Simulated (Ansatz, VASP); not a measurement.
# Two plane-wave programs on Zn2NF

```
Zn N F
1.0
     3.10459    0.00000    0.00000
    -1.55229    2.68865    0.00000
     0.00000    0.00000    5.55826
Zn N F
2 1 1
Cartesian
  0.0000 1.7924 4.3994
  0.0000 1.7924 1.1589
  1.5523 0.8962 0.0000
  0.0000 0.0000 2.7791
```

Change from the starting cell: species swapped into the BiSbPd2 type (P-6m2, No. 187).

Alike in both runs: functional PBE; k mesh 18 × 18 × 8; occupations gaussian, width 0.1 eV; no spin polarisation.

Ansatz relaxed the structure, and its values are those at the end. VASP's run is a single point on that final structure, the one shown.

```csv
,VASP,Ansatz
version,VASP 6.6.1,Ansatz 0.2.0
potentials or method,"VASP PAW PBE potentials, release 64 (Zn, N, F), cutoff 520 eV","scalar-relativistic, plane waves, PAW"
valence electrons in the cell,36,36
```

|  | VASP | Ansatz | Ansatz less VASP |
| --- | --- | --- | --- |
| gap on the k mesh at the Fermi level (eV) | none | none | - |
| pressure (GPa) | 0.5 | 0.0 | -0.52 |
| rms of the force components (eV/Å) | 0.011 | 0.001 | -0.0104 |

A gap of «none» marks a metal or a gap that the smearing closes. With one functional, cell and mesh, what is left measures potentials, basis and numerics.
